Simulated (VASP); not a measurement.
Li2S:

```xyz
3
Lattice="4.0227 0.0000 0.0000 2.0114 3.4838 0.0000 2.0114 1.1613 3.2845" Properties=species:S:1:pos:R:3 pbc="T T T"
Li    2.0114    1.1613    0.8211
Li    6.0341    3.4838    2.4634
S     0.0000    0.0000    0.0000
```

| Item | Value |
| --- | --- |
| Program | VASP 6.6.1 |
| Task | relaxation of cell and atoms |
| Functional | RPBE |
| Potentials or basis | VASP PAW PBE potentials, release 64 (Li_sv, S) |
| Cutoff | 750 eV |
| k mesh | 6 × 6 × 6 |
| Occupations | gaussian, width 0.01 eV |
| Spin | no spin polarisation |

At the start: pressure 1.8 GPa; volume 15.34 Å³/atom.

Problem. How do energy, volume and symmetry change on relaxing?

Solution. Over 3 steps the energy falls by 3.4 meV/atom and the volume is 16.00 Å³/atom (+4.3 %); space group Fm-3m (No. 225, to 0.05 Å).

The path:
| step | energy change (eV) | largest force (eV/Å) | pressure (GPa) | volume (Å³) |
| --- | --- | --- | --- | --- |
| 1 | 0.0000 | 0.0000 | 1.75 | 46.03 |
| 2 | -0.0086 | 0.0000 | 0.70 | 47.16 |
| 3 | -0.0103 | 0.0000 | -0.02 | 48.01 |

Final structure:
```
Li S
1.0
     4.07957    0.00000    0.00000
     2.03979    3.53301    0.00000
     2.03979    1.17767    3.33096
Li S
2 1
Direct
  0.25000 0.25000 0.25000
  0.75000 0.75000 0.75000
  0.00000 0.00000 0.00000
```

Caveat: the PAW data sets were made with another functional, which shifts forces and pressure a little.
